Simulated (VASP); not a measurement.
# P (Fm-3m) in VASP: single point with PBE

Aim: the single point of P with PBE.

All numbers are computed with VASP 6.6.1; they aren't measurements. Logs are shortened: lines on timing, memory, paths and dates and some standing lists are left out, and cuts for length are marked.

**1. The cell of the first run**

The structure is cubic, space group Fm-3m (No. 225). Conventional cell: a = 3.894 Å, b = 3.894 Å, c = 3.894 Å, α = 90.00°, β = 90.00°, γ = 90.00°. Within 3.6 Å of P (site symmetry m-3m) lie 12 P at 2.75 Å.

**2. Single point, PBE**

Contents of INCAR:

```
SYSTEM = P
ALGO     = Normal         ! electronic algorithm
EDIFF    = 1E-6           ! SCF threshold, eV
ENCUT    = 520            ! plane-wave cutoff, eV
GGA      = PE             ! functional
ISIF     = 2              ! what is computed and relaxed
ISMEAR   = -1             ! smearing method
LASPH    = .TRUE.         ! aspherical terms in the spheres
LCHARG   = .FALSE.        ! write CHGCAR
LREAL    = .FALSE.        ! projectors in reciprocal space
LWAVE    = .FALSE.        ! write WAVECAR
NBANDS   = 8              ! bands
NELM     = 100            ! most SCF steps
PREC     = Accurate       ! precision mode
SIGMA    = 0.13605693000000002 ! smearing width, eV
```

Contents of KPOINTS:

```
k-points
0
G
  14 14 14
  0 0 0
```

Contents of POSCAR:

```
P
1.0
    0.0000000000      1.9472457280      1.9472457280
    1.9472457280      0.0000000000      1.9472457280
    1.9472457280      1.9472457280      0.0000000000
P
1
Direct
    0.0000000000      0.0000000000      0.0000000000
```

Potentials or basis: VASP PAW PBE potentials, release 64 (P).

Launch:

```console
> cat potpaw_PBE.64/P/POTCAR > POTCAR
> mpirun -np 1 vasp_std > vasp.out
```

OUTCAR:

```text
SYSTEM = P
   EDIFF = 1E-6
   ENCUT = 520
   GGA = PE
   ISIF = 2
   ISMEAR = -1
   LASPH = .TRUE.
   LREAL = .FALSE.
   NELM = 100
   PREC = Accurate

 ion  position               nearest neighbor table
   1  0.000  0.000  0.000-

  LATTYP: Found a face centered cubic cell.
 ALAT       =     3.8944914560

  Lattice vectors:

 A1 = (   0.0000000000,   1.9472457280,   1.9472457280)
 A2 = (   1.9472457280,   0.0000000000,   1.9472457280)
 A3 = (   1.9472457280,   1.9472457280,   0.0000000000)

Analysis of symmetry for initial positions (statically):
=====================================================================
 Subroutine PRICEL returns:
 Original cell was already a primitive cell.

 Routine SETGRP: Setting up the symmetry group for a
 face centered cubic supercell.

 Subroutine GETGRP returns: Found 48 space group operations
 (whereof 48 operations were pure point group operations)
 out of a pool of 48 trial point group operations.

The static configuration has the point symmetry O_h .

Analysis of symmetry for dynamics (positions and initial velocities):
=====================================================================
 Subroutine PRICEL returns:
 Original cell was already a primitive cell.

 Routine SETGRP: Setting up the symmetry group for a
 face centered cubic supercell.

 Subroutine GETGRP returns: Found 48 space group operations
 (whereof 48 operations were pure point group operations)
 out of a pool of 48 trial point group operations.

The dynamic configuration has the point symmetry O_h .

 Subroutine INISYM returns: Found 48 space group operations
 (whereof 48 operations are pure point group operations),
 and found     1 'primitive' translations

----------------------------------------------------------------------------------------

                                     Primitive cell

  volume of cell :      14.7670

  direct lattice vectors                    reciprocal lattice vectors
     0.000000000  1.947245728  1.947245728    -0.256772935  0.256772935  0.256772935
     1.947245728  0.000000000  1.947245728     0.256772935 -0.256772935  0.256772935
     1.947245728  1.947245728  0.000000000     0.256772935  0.256772935 -0.256772935

  length of vectors
     2.753821318  2.753821318  2.753821318     0.444743769  0.444743769  0.444743769

  position of ions in fractional coordinates (direct lattice)
     0.000000000  0.000000000  0.000000000

  ion indices of the primitive-cell ions
   primitive index   ion index
                 1           1

----------------------------------------------------------------------------------------

 KPOINTS: k-points

Automatic generation of k-mesh.
 Grid dimensions read from file:
 generate k-points for:   14   14   14

 Generating k-lattice:

  Cartesian coordinates                     Fractional coordinates (reciprocal lattice)
    -0.018340924  0.018340924  0.018340924     0.071428571  0.000000000  0.000000000
     0.018340924 -0.018340924  0.018340924     0.000000000  0.071428571  0.000000000
     0.018340924  0.018340924 -0.018340924     0.000000000  0.000000000  0.071428571

  Length of vectors
     0.031767412  0.031767412  0.031767412

  Shift w.r.t. Gamma in fractional coordinates (k-lattice)
     0.000000000  0.000000000  0.000000000

 Subroutine IBZKPT returns following result:
 ===========================================

 Found    104 irreducible k-points:

 Following reciprocal coordinates:
            Coordinates               Weight
  0.000000  0.000000  0.000000      1.000000
  0.071429  0.000000  0.000000      8.000000
  0.142857  0.000000  0.000000      8.000000
  0.214286  0.000000  0.000000      8.000000
  0.285714  0.000000  0.000000      8.000000
  0.357143  0.000000  0.000000      8.000000
[... 16 lines left out ...]
  0.214286  0.142857  0.000000     24.000000
  0.285714  0.142857  0.000000     24.000000
 [... further k-points ...]
   k-points           NKPTS =    104   k-points in BZ     NKDIM =    104   number of bands    NBANDS=      8
   number of dos      NEDOS =    301   number of ions     NIONS =      1
   total plane-waves  NPLWV =   8000
   dimension x,y,z NGX =    20 NGY =   20 NGZ =   20
   dimension x,y,z NGXF=    40 NGYF=   40 NGZF=   40
   ions per type =               1
   NGX,Y,Z   is equivalent  to a cutoff of  12.07, 12.07, 12.07 a.u.
   NGXF,Y,Z  is equivalent  to a cutoff of  24.15, 24.15, 24.15 a.u.
 SYSTEM =  P
   PREC   = accura    normal or accurate (medium, high low for compatibility)
   ISTART =      0    job   : 0-new  1-cont  2-samecut
   ICHARG =      2    charge: 1-file 2-atom 10-const
   ISPIN  =      1    spin polarized calculation?
   LNONCOLLINEAR =      F non collinear calculations
   LSORBIT =      F    spin-orbit coupling
   LASPH  =      T    aspherical Exc in radial PAW
   ENCUT  =  520.0 eV  38.22 Ry    6.18 a.u.   5.12  5.12  5.12*2*pi/ulx,y,z
   NELM   =    100;   NELMIN=  2; NELMDL= -5     # of ELM steps
   EDIFF  = 0.1E-05   stopping-criterion for ELM
   LREAL  =      F    real-space projection
[... 7 lines left out ...]
   TEBEG  =    0.0;   TEEND  =   0.0 temperature during run
   PSTRESS=    0.0 pullay stress
   NELECT =       5.0000    total number of electrons
   NUPDOWN=      -1.0000    fix difference up-down
   EMIN   =  10.00;   EMAX   =-10.00  energy-range for DOS
   EFERMI =   0.00;   METHOD = LEGACY
   ISMEAR =    -1;   SIGMA  =   0.14  broadening in eV -4-tet -1-fermi 0-gaus
   EFERMI_NEDOS =   21; number of points for ismear=-14 and -15
   IALGO  =     38    algorithm
   IMIX   =      4    mixing-type and parameters
     AMIX     =   0.40;   BMIX     =  1.00
     AMIX_MAG =   1.60;   BMIX_MAG =  1.00
  volume/ion in A,a.u.               =      14.77        99.65
  Fermi-wavevector in a.u.,A,eV,Ry     =   1.141040  2.156252 17.714398  1.301972
  Thomas-Fermi vector in A             =   2.277741
   LORBIT       =      0    0 simple, 1 ext, 2 COOP (PROOUT), +10 PAW based schemes
   GGA     = PE    functional components
[... 5 lines left out ...]
 non-spin polarized calculation
  energy-cutoff  :      520.00
  volume of cell :       14.77
 maximum number of plane-waves:       411
   NGX = 11   NGY = 11   NGZ = 11

 number of electron       5.0000000 magnetization

 Free energy of the ion-electron system (eV)
  ---------------------------------------------------
  ext. energy  EPLUGINS =         0.00000000
  ---------------------------------------------------
  free energy    TOTEN  =        -4.52754488 eV

  energy without entropy =       -4.48837490  energy(sigma->0) =       -4.50795989

 E-fermi :   9.5752     XC(G=0): -11.4159

 val. band max:        9.5536552585   @ k =   0.3571   0.2857   0.0714
 cond. band min:       9.5805523808   @ k =  -0.2857   0.2143   0.0714
 fundamental gap:      0.0268971223
 Fermi energy:         9.5751694574

 k-point     1 :       0.0000    0.0000    0.0000
  band No.  band energies     occupation
      1      -6.6093      2.00000
      2      16.2147      0.00000
      3      16.2147      0.00000
      4      16.2147      0.00000
      5      20.9663      0.00000
      6      20.9663      0.00000
      7      20.9663      0.00000
      8      27.1234      0.00000

 k-point     2 :       0.0714    0.0000    0.0000
  band No.  band energies     occupation
      1      -6.4683      2.00000
      2      15.0855      0.00000
      3      16.0139      0.00000
      4      16.0139      0.00000
      5      21.0385      0.00000
      6      21.3076      0.00000
      7      21.3076      0.00000
      8      26.6191      0.00000

 k-point     3 :       0.1429    0.0000    0.0000
  band No.  band energies     occupation
      1      -6.0466      2.00000
      2      12.7024      0.00000
      3      15.5698      0.00000
      4      15.5698      0.00000
      5      20.9314      0.00000
      6      22.0016      0.00000
      7      22.0016      0.00000
      8      25.7894      0.00000

 k-point     4 :       0.2143    0.0000    0.0000
  band No.  band energies     occupation
      1      -5.3481      2.00000
      2      10.0288      0.06882
      3      15.1050      0.00000
      4      15.1050      0.00000
      5      20.6688      0.00000
      6      22.1374      0.00000
      7      22.1374      0.00000
      8      25.9008      0.00000

 k-point     5 :       0.2857    0.0000    0.0000
  band No.  band energies     occupation
      1      -4.3820      2.00000
      2       7.4018      2.00000
      3      14.7276      0.00000
      4      14.7276      0.00000
      5      20.4164      0.00000
      6      21.4791      0.00000
      7      21.4791      0.00000
      8      27.2871      0.00000

 k-point     6 :       0.3571    0.0000    0.0000
  band No.  band energies     occupation
      1      -3.1708      2.00000
      2       4.9604      2.00000
      3      14.4686      0.00000
      4      14.4686      0.00000
      5      20.2431      0.00000
      6      20.7361      0.00000
      7      20.7361      0.00000
      8      26.5352      0.00000

 k-point     7 :       0.4286    0.0000    0.0000
  band No.  band energies     occupation
      1      -1.7990      2.00000
      2       2.8371      2.00000
      3      14.3237      0.00000
      4      14.3237      0.00000
      5      20.1540      0.00000
      6      20.2235      0.00000
      7      20.2235      0.00000
      8      25.9091      0.00000
[... 133 lines left out ...]
 k-point    20 :      -0.1429    0.0714    0.0000
  band No.  band energies     occupation
      1      -5.7196      2.00000
      2      11.8865      0.00000
      3      13.8645      0.00000
      4      15.9759      0.00000
      5      21.1653      0.00000
      6      21.8264      0.00000
      7      22.6990      0.00000
      8      24.4345      0.00000

 k-point    21 :      -0.0714    0.0714    0.0000
  band No.  band energies     occupation
      1      -6.2337      2.00000
      2      14.2020      0.00000
      3      14.6584      0.00000
      4      16.2032      0.00000
      5      21.0172      0.00000
      6      21.3342      0.00000
      7      22.2802      0.00000
      8      25.3850      0.00000

 k-point    22 :       0.1429    0.1429    0.0000
  band No.  band energies     occupation
      1      -5.8588      2.00000
      2      14.1071      0.00000
      3      14.1071      0.00000
      4      14.4149      0.00000
      5      18.5060      0.00000
      6      22.4077      0.00000
      7      23.9201      0.00000
      8      23.9201      0.00000

 k-point    23 :       0.2143    0.1429    0.0000
  band No.  band energies     occupation
      1      -5.3456      2.00000
      2      12.0350      0.00000
      3      13.4843      0.00000
      4      14.2100      0.00000
      5      18.3497      0.00000
      6      21.1014      0.00000
      7      24.6237      0.00000
      8      24.7788      0.00000

 k-point    24 :       0.2857    0.1429    0.0000
  band No.  band energies     occupation
      1      -4.5590      2.00000
      2       9.4909      1.30004
      3      13.0453      0.00000
      4      13.5993      0.00000
      5      18.4859      0.00000
      6      20.9338      0.00000
      7      24.6344      0.00000
      8      24.8513      0.00000

 [... further k-points ...]
[... 5 lines left out ...]
  --------------------------------------------------------------------------------------
  -------------------------------------------------------------------------------------
  Total       -0.1245089     -0.1245089     -0.1245089      0.0000000      0.0000000      0.0000000
  in kB      -13.5088639    -13.5088639    -13.5088639      0.0000000      0.0000000      0.0000000
  external PRESSURE =     -13.5088639 kB  Pullay stress =       0.0000000 kB

 VOLUME and BASIS-vectors are now :
 -----------------------------------------------------------------------------
  energy-cutoff  :      520.00
  volume of cell :       14.77
      direct lattice vectors                 reciprocal lattice vectors
     0.000000000  1.947245728  1.947245728    -0.256772935  0.256772935  0.256772935
     1.947245728  0.000000000  1.947245728     0.256772935 -0.256772935  0.256772935
     1.947245728  1.947245728  0.000000000     0.256772935  0.256772935 -0.256772935

 POSITION                                       TOTAL-FORCE (eV/Angst)
 -----------------------------------------------------------------------------------
      0.00000      0.00000      0.00000        -0.000000     -0.000000      0.000000
 -----------------------------------------------------------------------------------
    total drift:                                0.000000      0.000000     -0.000000

  FREE ENERGIE OF THE ION-ELECTRON SYSTEM (eV)
  ---------------------------------------------------
  free  energy   TOTEN  =        -4.5275448810 eV

  energy  without entropy=       -4.4883749013  energy(sigma->0) =       -4.50795989
```

Wall time 3.4 s (1 thread of Intel Xeon 6975P-C (Granite Rapids), shared host); peak memory 0.12 GiB.

Results:

- Free energy: -4.5275 eV
- Pressure: -1.4 GPa

Levels at points of the mesh, in eV from the Fermi level:
```csv
k point,band 1,band 2,band 3,band 4,band 5,band 6
"(0.00, 0.00, 0.00)",-16.18,6.64,6.64,6.64,11.39,11.39
"(0.50, 0.00, 0.00)",-10.45,-7.91,4.70,4.70,10.47,10.47
"(0.50, 0.50, 0.00)",-7.88,-6.60,0.66,0.66,4.43,4.99
```
